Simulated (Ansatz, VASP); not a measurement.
Given: the input of a run of Ansatz 0.2.0 on Ga.

input.yaml

```yaml
crystal:
  lattice:
    - [1.4402681631, -4.0377172988, 0.0]
    - [1.4402681631, 4.0377172988, 0.0]
    - [0.0, 0.0, 3.1487241912]
  atoms:
    - { symbol: Ga, position: [0.133, 0.867, 0.75] }
    - { symbol: Ga, position: [0.867, 0.133, 0.25] }
kpoints:
  mp_grid: { grid: [10, 10, 8] }
scf:
  occupations: { method: fermi_dirac, width: 0.05 }
hamiltonian:
  xc: lda
  pseudopotentials: { kind: all_electron, lapw: { basis_error: 0.001 } }
output:
  forces: true
  stress: true
  eigenvalues: true
```

Potentials or basis: all-electron LAPW, scalar-relativistic.

Run with:

```console
$ ansatz run input.yaml --threads 1 --pin off --max-ram 3072MiB --backend cpu --events-out ev --progress --plain --runs-dir out
```

Problem. Set up the same calculation for VASP 6.6.1. Potentials there: VASP PAW LDA potentials, release 64 (Ga_d).

Solution. As run (the cutoff follows the program's own potentials):

File INCAR:

```
SYSTEM = Ga
  PREC = Accurate
  ENCUT = 500
  EDIFF = 1E-6
  ISMEAR = -1
  SIGMA = 0.05
  LREAL = .False.
  LASPH = .True.
  NELM = 120
  ALGO = Normal
  ISIF = 2
  LWAVE = .False.
  LCHARG = .False.
  GGA = CA
  NBANDS = 20
  GGA_COMPAT = .False.
```

File KPOINTS:

```
Automatic mesh
0
Gamma
  10 10 8
  0 0 0
```

POSCAR

```
Ga
1.0
    1.4402681631     -4.0377172988      0.0000000000
    1.4402681631      4.0377172988      0.0000000000
    0.0000000000      0.0000000000      3.1487241912
Ga
2
Direct
    0.1330000000      0.8670000000      0.7500000000
    0.8670000000      0.1330000000      0.2500000000
```

Potentials or basis: VASP PAW LDA potentials, release 64 (Ga_d).

Run with:

```bash
$ cat potpaw_LDA.64/Ga_d/POTCAR > POTCAR
$ mpirun -np 1 vasp_std > vasp.out
```

Both were run:

|  | VASP | Ansatz | Ansatz less VASP |
| --- | --- | --- | --- |
| gap on the k mesh at the Fermi level (eV) | none | none | - |
| pressure (GPa) | -3.1 | -3.1 | -0.01 |
| traceless stress, the component that is largest in VASP (GPa) | -1.62 | -1.58 | +0.037 |
| rms of the force components (eV/Å) | 0.121 | 0.119 | -0.0014 |

LDA's correlation is that of Perdew and Zunger in VASP and of Perdew and Wang (1992) in Ansatz. Atom by atom the forces differ by 0.001 eV/Å (rms over components). A gap of «none» marks a metal or a gap that the smearing closes. Ansatz ran all-electron here, and VASP with PAW potentials.
